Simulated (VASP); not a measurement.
The system is Sr4O3.

```xyz
7
Lattice="5.4082 0.0000 0.0000 0.0000 5.4082 0.0000 0.0000 0.0000 5.4082" Properties=species:S:1:pos:R:3 pbc="T T T"
Sr    3.8976    3.8976    3.8976
Sr    1.5106    1.5106    3.8976
Sr    1.5106    3.8976    1.5106
Sr    3.8976    1.5106    1.5106
O     0.0000    0.0000    2.7041
O     2.7041    0.0000    0.0000
O     0.0000    2.7041    0.0000
```

* Program: VASP 6.6.1
* Task: relaxation of cell and atoms
* Functional: PBE
* Potentials or basis: VASP PAW PBE potentials, release 64 (Sr_sv, O)
* Cutoff: 600 eV
* k mesh: 4 × 4 × 4
* Occupations: gaussian, width 0.1 eV
* Spin: no spin polarisation

At the start: pressure 6.6 GPa; volume 22.60 Å³/atom.

Question: How do energy, volume and symmetry change on relaxing?

Answer: Over 8 steps the energy falls by 437.0 meV/atom and the volume is 26.87 Å³/atom (+18.9 %); space group P-43m (No. 215, to 0.05 Å).

The path:
```csv
step,energy change (eV),largest force (eV/Å),pressure (GPa),volume (Å³)
1,0.0000,3.8396,6.61,158.18
2,-2.3954,1.6396,0.00,180.48
3,-2.8486,0.7344,-2.68,197.10
4,-2.8543,0.6703,-2.88,198.64
5,-3.0486,0.0968,0.62,184.87
6,-3.0495,0.1345,0.36,185.69
7,-3.0559,0.0772,0.20,186.75
8,-3.0591,0.0067,0.01,188.11
```

Final structure:
```cif
data_structure
_symmetry_space_group_name_H-M 'P 1'
_symmetry_Int_Tables_number 1
_cell_length_a 5.7298
_cell_length_b 5.7298
_cell_length_c 5.7298
_cell_angle_alpha 90.000
_cell_angle_beta 90.000
_cell_angle_gamma 90.000
_cell_volume 188.11
loop_
_atom_site_label
_atom_site_type_symbol
_atom_site_fract_x
_atom_site_fract_y
_atom_site_fract_z
_atom_site_occupancy
Sr1 Sr 0.76238 0.76238 0.76238 1
Sr2 Sr 0.23762 0.23762 0.76238 1
Sr3 Sr 0.23762 0.76238 0.23762 1
Sr4 Sr 0.76238 0.23762 0.23762 1
O1 O 0.00000 0.00000 0.50000 1
O2 O 0.50000 0.00000 0.00000 1
O3 O 0.00000 0.50000 0.00000 1
```

Caveat: the volume moved by over 15 % at a fixed basis, so the end points are rough.
